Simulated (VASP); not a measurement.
Write the native input for VASP 6.6.1 that does the following.

```yaml
Task: single point
Functional: r2SCAN
Potentials_or_basis: VASP PAW PBE potentials, release 64 (Hf_pv, O)
Cutoff: 520 eV
k_mesh: 11 × 11 × 11
Occupations: fermi-dirac, width 0.1 eV
Spin: no spin polarisation
Dipole_correction: no
Further_INCAR_settings: ALGO = Normal; EDIFF = 1e-06; NBANDS = 18
```

The system is HfO2 (fluorite type).

```
CELL_PARAMETERS angstrom
0.00000 2.34802 2.34802
2.34802 0.00000 2.34802
2.34802 2.34802 0.00000
ATOMIC_POSITIONS crystal
Hf 0.00000 0.00000 0.00000
O 0.25000 0.25000 0.25000
O 0.75000 0.75000 0.75000
```

This cell differs from its parent crystal: volume scaled by 0.8.

These files were run (other wordings do the same):

POSCAR

```
HfO2
1.0
    0.0000000000      2.3480218747      2.3480218747
    2.3480218747      0.0000000000      2.3480218747
    2.3480218747      2.3480218747      0.0000000000
Hf O
1 2
Direct
    0.0000000000      0.0000000000      0.0000000000
    0.2500000000      0.2500000000      0.2500000000
    0.7500000000      0.7500000000      0.7500000000
```

INCAR.step1

```
SYSTEM = HfO2
PREC = Accurate
ENCUT = 520
ISMEAR = -1
SIGMA = 0.1
LREAL = .FALSE.
LASPH = .TRUE.
NELM = 100
NBANDS = 18
GGA = PE
ALGO = Normal
EDIFF = 1E-4
LWAVE = .TRUE.
LCHARG = .FALSE.
```

INCAR.step2

```
SYSTEM = HfO2
PREC = Accurate
ENCUT = 520
EDIFF = 1E-6
ISMEAR = -1
SIGMA = 0.1
LREAL = .FALSE.
LASPH = .TRUE.
NELM = 100
ALGO = Normal
ISIF = 2
LWAVE = .FALSE.
LCHARG = .FALSE.
METAGGA = R2SCAN
LMIXTAU = .TRUE.
NBANDS = 18
ISTART = 1
```

KPOINTS

```
Automatic mesh
0
G
  11 11 11
  0 0 0
```

Potentials or basis: VASP PAW PBE potentials, release 64 (Hf_pv, O).

The run is started by

```bash
$ cat potpaw_PBE.64/Hf_pv/POTCAR potpaw_PBE.64/O/POTCAR > POTCAR
$ cp INCAR.step1 INCAR
$ mpirun -np 1 vasp_std > vasp.out
$ cp INCAR.step2 INCAR
$ mpirun -np 1 vasp_std > vasp.out
```

It gave:

The pressure is 89.8 GPa. The band gap on the k mesh is 4.98 eV, indirect (least direct gap 5.17 eV).

Caveat: the PAW data sets were made with another functional, which shifts forces and pressure a little; spin-orbit coupling is left out, which moves the levels of the heavy elements.

Run time: 54 s on 1 thread of Intel(R) Xeon(R) 6975P-C (Granite Rapids) (shared host), peak memory 0.18 GiB.
